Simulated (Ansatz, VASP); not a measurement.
# Two plane-wave programs on MoRu4

INCAR

```
PREC = Accurate
ENCUT = 600
EDIFF = 1E-7
ISMEAR = 0
SIGMA = 0.1
LREAL = F
LASPH = T
NELM = 60
ALGO = Fast
ISIF = 3
LWAVE = F
LCHARG = F
GGA = PE
IBRION = 2
NSW = 90
EDIFFG = -0.04
```

Contents of KPOINTS:

```
Automatic mesh
0
Gamma
  6 6 1
```

File POSCAR:

```
MoRu4
1.0
    2.7376662300      0.0000000000      0.0000000000
   -1.3688331100      2.3708885000      0.0000000000
    0.0000000000      0.0000000000     22.0230364100
Mo Ru
2 8
Direct
    0.6666666700      0.3333333300      0.8000000000
    0.6666666700      0.3333333300      0.2000000000
    0.3333333300      0.6666666700      0.7000000000
    0.3333333300      0.6666666700      0.9000000000
    0.3333333300      0.6666666700      0.1000000000
    0.3333333300      0.6666666700      0.3000000000
    0.3333333300      0.6666666700      0.5000000000
    0.6666666700      0.3333333300      0.0000000000
    0.6666666700      0.3333333300      0.4000000000
    0.6666666700      0.3333333300      0.6000000000
```

Input for Ansatz:

```yaml
crystal:
  lattice:
    - [2.73766623, 0.0, 0.0]
    - [-1.36883311, 2.3708885, 0.0]
    - [0.0, 0.0, 22.02303641]
  atoms:
    - { symbol: Mo, position: [0.66666667, 0.33333333, 0.8] }
    - { symbol: Mo, position: [0.66666667, 0.33333333, 0.2] }
    - { symbol: Ru, position: [0.33333333, 0.66666667, 0.7] }
    - { symbol: Ru, position: [0.33333333, 0.66666667, 0.9] }
    - { symbol: Ru, position: [0.33333333, 0.66666667, 0.1] }
    - { symbol: Ru, position: [0.33333333, 0.66666667, 0.3] }
    - { symbol: Ru, position: [0.33333333, 0.66666667, 0.5] }
    - { symbol: Ru, position: [0.66666667, 0.33333333, 0.0] }
    - { symbol: Ru, position: [0.66666667, 0.33333333, 0.4] }
    - { symbol: Ru, position: [0.66666667, 0.33333333, 0.6] }
basis:
  ecutwfc: 420
kpoints:
  mp_grid: { grid: [6, 6, 1] }
hamiltonian:
  xc: pbe
scf:
  occupations: { method: gaussian, width: 0.1 }
  lower_state_search: "off"
output:
  forces: true
  stress: true
  eigenvalues: true
relax:
  adjacent_minimum: "off"
  f_tol: 0.04
  max_steps: 70
  cell: { stress_tol: 0.4 }
```

Alike in both runs: task relaxation of cell and atoms; functional PBE; k mesh 6 × 6 × 1; occupations gaussian, width 0.1 eV; no spin polarisation.

|  | VASP | Ansatz |
| --- | --- | --- |
| version | VASP 6.6.1 | Ansatz 0.2.0 |
| potentials or method | VASP PAW PBE potentials, release 64 (Mo_sv, Ru_pv), cutoff 600 eV | scalar-relativistic, plane waves, PAW |
| valence electrons in the cell | 140 | 156 |

Ansatz gave:

| Item | Value |
| --- | --- |
| gap on the k mesh at the Fermi level, each at its own relaxed structure (eV) | none |
| relaxed volume (Å³/atom) | 14.19 |
| relaxed length of the cell vector where the two differ most in proportion (Å) | 21.865 |

Task: What did VASP give for the same quantities?

Result: gap on the k mesh at the Fermi level, each at its own relaxed structure (eV): none; relaxed volume (Å³/atom): 14.19; relaxed length of the cell vector where the two differ most in proportion (Å): 21.859.

A gap of «none» marks a metal or a gap that the smearing closes. VASP's potentials hold 140 valence electrons a cell and Ansatz's 156, so a difference there can come from the potentials and not from the codes.

The k mesh is coarse, so the values compare programs but aren't converged.
